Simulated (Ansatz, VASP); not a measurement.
## One calculation of Pt, two programs

```xyz
2
Lattice="2.6920 0.0000 0.0000 -1.3460 2.3313 0.0000 0.0000 0.0000 4.6939" Properties=species:S:1:pos:R:3 pbc="T T T"
Pt    1.3460    0.7771    3.5204
Pt    0.0000    1.5542    1.1735
```

Change from the starting cell: strain -0.015 along x and y, -0.015 along z, atoms carried along.

Alike in both runs: task single point; functional r2SCAN; k mesh 24 × 24 × 12; occupations gaussian, width 0.15 eV; no spin polarisation.

|  | VASP | Ansatz |
| --- | --- | --- |
| version | VASP 6.6.1 | Ansatz 0.2.0 |
| potentials or method | VASP PAW PBE potentials, release 64 (Pt), cutoff 520 eV | scalar-relativistic, plane waves, PAW |
| valence electrons in the cell | 20 | 36 |

|  | VASP | Ansatz | Ansatz less VASP |
| --- | --- | --- | --- |
| gap on the k mesh at the Fermi level (eV) | none | none | - |
| pressure (GPa) | 14.7 | 13.8 | -0.94 |
| traceless stress, the component that is largest in VASP (GPa) | -2.24 | -1.97 | +0.264 |

VASP's potentials were made for PBE, not for r2SCAN. A gap of «none» marks a metal or a gap that the smearing closes. VASP's potentials hold 20 valence electrons a cell and Ansatz's 36, so a difference there can come from the potentials and not from the codes.

Neither program's run includes spin-orbit coupling.
